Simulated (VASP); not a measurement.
A run of VASP 6.6.1 is set up as follows.

The input INCAR:

```
PREC = Accurate
ENCUT = 520
EDIFF = 1E-6
ISMEAR = -1
SIGMA = 0.05
LREAL = False
LASPH = True
NELM = 60
ALGO = Normal
ISIF = 2
LWAVE = False
LCHARG = False
GGA = PS
NBANDS = 41
```

KPOINTS

```
Automatic mesh
0
Gamma
  4 3 2
```

Contents of POSCAR:

```
Ga3SiCN3
1.0
    2.1784270000     -2.1784270000      0.0000000000
    0.0000000000      0.0000000000      4.3568530000
   -4.5422670000     -4.5422670000      0.0000000000
Si N Ga C
1 3 3 1
Direct
    0.0012690000      0.0126320000      0.0031490000
    0.9978090000      0.2462280000      0.7368210000
    0.0082030000      0.2452230000      0.2476460000
    0.4967810000      0.7508240000      0.4969390000
    0.9821000000      0.0045750000      0.4894020000
    0.4894740000      0.5005430000      0.7534520000
    0.4904950000      0.4873720000      0.2473620000
    0.4897970000      0.7524120000      0.9981830000
```

Potentials or basis: VASP PAW PBE potentials, release 64 (Si, N, Ga_d, C).

Command:

```sh
$ cat potpaw_PBE.64/Si/POTCAR potpaw_PBE.64/N/POTCAR potpaw_PBE.64/Ga_d/POTCAR potpaw_PBE.64/C/POTCAR > POTCAR
$ mpirun -np 1 vasp_std > vasp.out
```

Q: Estimate the pressure.

A: 6.6 GPa.

Q: Predict the band gap on the k mesh.

A: 1.37 eV, direct.

Q: What does it give for the largest force?

A: 2.910 eV/Å.

Forces on the atoms (eV/Å):
```
Si   0.421  1.065 -1.504
N   -2.050 -1.521 -1.079
N    0.714  2.326 -1.504
N   -0.287  0.608 -0.980
Ga  -0.162 -1.175 -1.338
Ga   0.956  0.381  1.017
Ga   0.542 -0.853  2.602
C   -0.134 -0.831  2.786
```

Caveat: the k points lie up to 0.51 Å⁻¹ apart; the PAW data sets were made with another functional, which shifts forces and pressure a little.
